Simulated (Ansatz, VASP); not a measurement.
## One calculation of SiC, two programs

INCAR

```
SYSTEM = SiC
PREC = Accurate ; ENCUT = 600
EDIFF = 1E-6 ; ISMEAR = 0
SIGMA = 0.02 ; LREAL = .FALSE.
LASPH = .TRUE. ; NELM = 120
ALGO = Normal ; ISIF = 2
LWAVE = .FALSE. ; LCHARG = .TRUE.
GGA = PE ; IVDW = 12
LELF = .TRUE. ; LVHAR = .TRUE.
NBANDS = 11 ; GGA_COMPAT = .FALSE.
```

The input KPOINTS:

```
regular mesh
0
G
  10 10 10
  0 0 0
```

Contents of POSCAR:

```
SiC
1.0
    0.0000000000      2.1071139637      2.1071139637
    2.1071139637      0.0000000000      2.1071139637
    2.1071139637      2.1071139637      0.0000000000
Si C
1 1
Direct
    0.0000000000      0.0000000000      0.0000000000
    0.2500000000      0.2500000000      0.2500000000
```

Input for Ansatz:

```yaml
crystal:
  lattice:
    - [0.0, 2.1071139637, 2.1071139637]
    - [2.1071139637, 0.0, 2.1071139637]
    - [2.1071139637, 2.1071139637, 0.0]
  atoms:
    - { symbol: Si, position: [0.0, 0.0, 0.0] }
    - { symbol: C, position: [0.25, 0.25, 0.25] }
basis:
  ecutwfc: 420
kpoints:
  mp_grid: { grid: [10, 10, 10] }
hamiltonian:
  xc: pbe
  dispersion: d3bj
scf:
  occupations: { method: gaussian, width: 0.02 }
output:
  forces: true
  stress: true
  eigenvalues: true
```

Alike in both runs: task single point; functional PBE; dispersion D3(BJ); k mesh 10 × 10 × 10; occupations gaussian, width 0.02 eV; no spin polarisation.

|  | VASP | Ansatz |
| --- | --- | --- |
| version | VASP 6.6.1 | Ansatz 0.2.0 |
| potentials or method | VASP PAW PBE potentials, release 64 (Si, C), cutoff 600 eV | scalar-relativistic, plane waves, PAW |
| valence electrons in the cell | 8 | 8 |

```csv
,VASP,Ansatz,Ansatz less VASP
gap on the k mesh at the Fermi level (eV),1.26,1.26,+0.003
least direct gap on the mesh (eV),4.63,4.64,+0.007
pressure (GPa),24.7,25.0,+0.28
```
